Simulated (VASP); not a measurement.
Wanted: the native input for a VASP 6.6.1 run.

```yaml
Task: single point
Functional: PBEsol
Potentials_or_basis: VASP PAW PBE potentials, release 64 (Ta_pv, N)
Cutoff: 520 eV
k_mesh: 18 × 18 × 10
Occupations: gaussian, width 0.15 eV
Spin: no spin polarisation
Dipole_correction: no
Further_INCAR_settings: ALGO = Normal; EDIFF = 1e-06; NBANDS = 20
```

The structure of Ta2N lies in POSCAR:

```
Ta2N
1.0
    2.9554448551      0.0000000000      0.0000000000
   -1.4777224275      2.5594903240      0.0000000000
    0.0000000000      0.0000000000      4.9193379613
Ta N
2 1
Direct
    0.6666666667      0.3333333333      0.7463700642
    0.3333333333      0.6666666667      0.2536299358
    0.0000000000      0.0000000000      0.0000000000
```

These files were run (other wordings do the same):

INCAR

```
ALGO     = Normal         # electronic algorithm
EDIFF    = 1E-6           # SCF threshold, eV
ENCUT    = 520            # plane-wave cutoff, eV
GGA      = PS             # functional
ISIF     = 2              # what is computed and relaxed
ISMEAR   = 0              # smearing method
LASPH    = True           # aspherical terms in the spheres
LCHARG   = False          # write CHGCAR
LREAL    = False          # projectors in reciprocal space
LWAVE    = False          # write WAVECAR
NBANDS   = 20             # bands
NELM     = 60             # most SCF steps
PREC     = Accurate       # precision mode
SIGMA    = 0.15           # smearing width, eV
```

KPOINTS

```
k-points
0
Gamma
  18 18 10
```

Potentials or basis: VASP PAW PBE potentials, release 64 (Ta_pv, N).

Launch:

```bash
$ cat potpaw_PBE.64/Ta_pv/POTCAR potpaw_PBE.64/N/POTCAR > POTCAR
$ mpirun -np 1 vasp_std > vasp.out
```

Results of the run:

- Pressure: 22.7 GPa
- Largest force: 1.063 eV/Å
- Band gap on the k mesh: zero (an odd number of electrons rules out a gap without spin polarisation)

Caveat: the cell stands under pressure; the PAW data sets were made with another functional, which shifts forces and pressure a little; spin-orbit coupling is left out, which moves the levels of the heavy elements.

Wall time 120 s on 1 thread of AMD EPYC 9R45 (Zen 5), on a shared host, peak memory 0.3 GiB.
